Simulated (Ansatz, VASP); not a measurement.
Zr2Pd2Se in VASP and in Ansatz

```
Zr Pd Se
1.0
     3.42784    0.00000    0.00000
     0.00000    3.98416    0.00000
     0.00000    0.00000    7.81024
Zr Pd Se
2 2 1
Cartesian
  0.0000 1.9921 0.0000
  0.0000 0.0000 0.0000
  0.0000 0.0000 2.0065
  0.0000 0.0000 5.8037
  1.7139 0.0000 3.9051
```

Alike in both runs: task relaxation of cell and atoms; functional PBE; k mesh 6 × 4 × 2; occupations gaussian, width 0.1 eV; no spin polarisation.

|  | VASP | Ansatz |
| --- | --- | --- |
| version | VASP 6.6.1 | Ansatz 0.2.0 |
| potentials or method | VASP PAW PBE potentials, release 64 (Zr_sv, Pd, Se), cutoff 600 eV | scalar-relativistic, plane waves, PAW |
| valence electrons in the cell | 50 | 76 |

VASP gave:

| Item | Value |
| --- | --- |
| gap on the k mesh at the Fermi level, each at its own relaxed structure (eV) | none |
| relaxed volume (Å³/atom) | 29.61 |
| relaxed length of the cell vector where the two differ most in proportion (Å) | 5.534 |

What did Ansatz give for the same quantities?

gap on the k mesh at the Fermi level, each at its own relaxed structure (eV): none; relaxed volume (Å³/atom): 29.72; relaxed length of the cell vector where the two differ most in proportion (Å): 5.553.

A gap of «none» marks a metal or a gap that the smearing closes. VASP's potentials hold 50 valence electrons a cell and Ansatz's 76, so a difference there can come from the potentials and not from the codes.

The k mesh is coarse, so the values compare programs but aren't converged. Noted on VASP's run: the volume moved by over 15 % at a fixed basis, so the end points are rough.
